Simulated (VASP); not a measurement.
Wanted: the native input for a VASP 6.6.1 run.

* Task: single point
* Functional: BLYP
* Dispersion: D4
* Potentials or basis: VASP PAW PBE potentials, release 64 (K_sv, F)
* Cutoff: 520 eV
* k mesh: 11 × 11 × 11
* Occupations: methfessel-paxton, width 0.15 eV
* Spin: no spin polarisation
* Dipole correction: no
* Further INCAR settings: ALGO = Normal; EDIFF = 1e-07; NBANDS = 15

The structure of KF lies in POSCAR:

```
KF
1.0
    0.0000000000      2.6985685896      2.6985685896
    2.6985685896      0.0000000000      2.6985685896
    2.6985685896      2.6985685896      0.0000000000
K F
1 1
Direct
    0.0000000000      0.0000000000      0.0000000000
    0.5000000000      0.5000000000      0.5000000000
```

One way to write it, as run:

INCAR

```
SYSTEM = KF
AGGAC = 1.0
AGGAX = 1.0
ALDAC = 0.0
ALDAX = 1.0
ALGO = Normal
EDIFF = 1E-7
ENCUT = 520
GGA = B5
ISIF = 2
ISMEAR = 1
IVDW = 13
LASPH = .True.
LCHARG = .False.
LREAL = .False.
LWAVE = .False.
NBANDS = 15
NELM = 60
PREC = Accurate
SIGMA = 0.15
VDW_A1 = 0.44488865
VDW_A2 = 4.0933009
VDW_S6 = 1.0
VDW_S8 = 2.34076671
```

KPOINTS

```
k-points
0
Gamma
  11 11 11
  0 0 0
```

Potentials or basis: VASP PAW PBE potentials, release 64 (K_sv, F).

Launch:

```sh
$ cat potpaw_PBE.64/K_sv/POTCAR potpaw_PBE.64/F/POTCAR > POTCAR
$ mpirun -np 1 vasp_std > vasp.out
```

Results of the run:

- Pressure: 0.0 GPa
- Band gap on the k mesh: 6.07 eV
- Dispersion energy per atom: -0.125 eV

Caveat: the PAW data sets were made with another functional, which shifts forces and pressure a little; an odd mesh through Γ misses points on the zone boundary, where band edges can lie.

It took 22 s on 1 thread of Intel(R) Xeon(R) Platinum 8488C (Sapphire Rapids), with other jobs on the host, peak memory 0.17 GiB.
